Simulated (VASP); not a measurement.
## Hg: relaxation of cell and atoms with PBEsol

The system is Hg.

```
Hg
1.0
     0.00000    3.12000    3.12000
     3.12000    0.00000    3.12000
     3.12000    3.12000    0.00000
Hg
2
Direct
  0.00000 0.00000 0.00000
  0.25000 0.25000 0.25000
```

| Quantity | Value |
| --- | --- |
| Program | VASP 6.6.1 |
| Task | relaxation of cell and atoms |
| Functional | PBEsol |
| Potentials or basis | VASP PAW PBE potentials, release 64 (Hg) |
| Cutoff | 500 eV |
| k mesh | 7 × 7 × 7 |
| Occupations | fermi-dirac, width 0.1 eV |
| Spin | no spin polarisation |
| Target pressure | 60 GPa |
| Dipole correction | no |
| Further INCAR settings | ALGO = Normal; EDIFF = 1e-07; IBRION = 2; EDIFFG = -0.03; NSW = 60; ISIF = 3 |

```json
{
 "Relaxed volume": "21.23 Å³/atom",
 "Relaxed cell": "a = 3.916 Å, b = 3.916 Å, c = 3.916 Å, α = 60.00°, β = 60.00°, γ = 60.00°",
 "Space group after relaxing (to 0.1 Å)": "Fd-3m (No. 227)",
 "Energy change on relaxing (the run minimises the enthalpy)": "+1411.1 meV/atom",
 "Ionic steps": "10",
 "Pressure after relaxing": "60.0 GPa",
 "Band gap on the k mesh": "zero (bands 12 and 13 overlap by 8.86 eV)"
}
```

Step by step:
```csv
step,energy change (eV),largest force (eV/Å),pressure (GPa),volume (Å³)
1,0.0000,0.0000,6.01,60.74
2,383.2893,0.0000,13691.79,7.88
3,0.1206,0.0000,8.86,58.12
4,0.2670,0.0000,12.12,55.87
5,4.6790,0.0000,94.60,38.53
6,2.3462,0.0000,51.31,43.82
7,2.7636,0.0000,58.92,42.61
8,2.8834,0.0000,61.12,42.29
9,2.6020,0.0000,55.96,43.06
10,2.8221,0.0000,59.99,42.45
```

Final structure:
```xyz
2
Lattice="0.0000 2.7688 2.7688 2.7688 0.0000 2.7688 2.7688 2.7688 0.0000" Properties=species:S:1:pos:R:3 pbc="T T T"
Hg    0.0000    0.0000    0.0000
Hg    1.3844    1.3844    1.3844
```

Levels at points of the mesh, in eV from the Fermi level:
```
           k point  band 9  band 10  band 11  band 12  band 13  band 14  band 15  band 16
(0.00, 0.00, 0.00)   -7.42    -6.10    -6.10     7.88     8.35     8.42     8.42     8.42
```

Run time: 86 s on 1 thread of Intel(R) Xeon(R) Platinum 8559C (Emerald Rapids), on a shared host, peak memory 0.23 GiB.

Caveat: the cell is relaxed towards a set pressure, so the run minimises the enthalpy, not the energy; the volume moved by over 15 % at a fixed basis, so the end points are rough; the PAW data sets were made with another functional, which shifts forces and pressure a little; spin-orbit coupling is left out, which moves the levels of the heavy elements.
